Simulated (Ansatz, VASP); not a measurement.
## Te2Mo in VASP and in Ansatz

INCAR

```
PREC = Accurate
ENCUT = 520
EDIFF = 1E-7
ISMEAR = -1
SIGMA = 0.05
LREAL = False
LASPH = True
NELM = 100
ALGO = Normal
ISIF = 2
LWAVE = False
LCHARG = True
GGA = PE
LELF = True
LVHAR = True
NBANDS = 35
```

The input KPOINTS:

```
regular mesh
0
Gamma
  3 3 1
```

File POSCAR:

```
Te2Mo
1.0
    3.5182000000      0.0000000000      0.0000000000
   -1.7591000000      3.0468505756      0.0000000000
    0.0000000000      0.0000000000     13.9736000000
Te Mo
4 2
Direct
    0.6666666667      0.3333333333      0.3790000000
    0.3333333333      0.6666666667      0.8790000000
    0.6666666667      0.3333333333      0.1210000000
    0.3333333333      0.6666666667      0.6210000000
    0.6666666667      0.3333333333      0.7500000000
    0.3333333333      0.6666666667      0.2500000000
```

Contents of input.yaml:

```yaml
crystal:
  lattice:
    - [3.5182, 0.0, 0.0]
    - [-1.7591, 3.0468505756, 0.0]
    - [0.0, 0.0, 13.9736]
  atoms:
    - { symbol: Te, position: [0.6666666667, 0.3333333333, 0.379] }
    - { symbol: Te, position: [0.3333333333, 0.6666666667, 0.879] }
    - { symbol: Te, position: [0.6666666667, 0.3333333333, 0.121] }
    - { symbol: Te, position: [0.3333333333, 0.6666666667, 0.621] }
    - { symbol: Mo, position: [0.6666666667, 0.3333333333, 0.75] }
    - { symbol: Mo, position: [0.3333333333, 0.6666666667, 0.25] }
hamiltonian:
  xc: pbe
  pseudopotentials: { kind: paw }
kpoints:
  mp_grid: { grid: [3, 3, 1] }
scf:
  occupations: { method: fermi_dirac, width: 0.05 }
output:
  forces: true
  stress: true
  eigenvalues: true
```

Alike in both runs: task single point; functional PBE; k mesh 3 × 3 × 1; occupations fermi-dirac, width 0.05 eV; no spin polarisation.

|  | VASP | Ansatz |
| --- | --- | --- |
| version | VASP 6.6.1 | Ansatz 0.2.0 |
| potentials or method | VASP PAW PBE potentials, release 64 (Te, Mo_sv) | Ansatz PAW |
| plane-wave cutoff (eV) | 520 | 420 |
| valence electrons in the cell | 52 | 92 |

Ansatz gave:

```
gap on the k mesh at the Fermi level (eV)                     : 1.00
least direct gap on the mesh (eV)                             : 1.00
pressure (GPa)                                                : 2.6
traceless stress, the component that is largest in VASP (GPa) : 0.33
rms of the force components (eV/Å)                            : 0.054
```

What did VASP give for the same quantities?

gap on the k mesh at the Fermi level (eV): 1.00; least direct gap on the mesh (eV): 1.00; pressure (GPa): 2.6; traceless stress, the component that is largest in VASP (GPa): 0.38; rms of the force components (eV/Å): 0.049.

Atom by atom the forces differ by 0.005 eV/Å (rms over components). VASP's potentials hold 52 valence electrons a cell and Ansatz's 92, so a difference there can come from the potentials and not from the codes.

The k mesh is coarse, so the values compare programs but aren't converged. Neither program's run includes spin-orbit coupling. Noted on Ansatz's run: odd divisions of the mesh miss points on the zone boundary, where band edges often lie, so the gap on the mesh can be too wide.
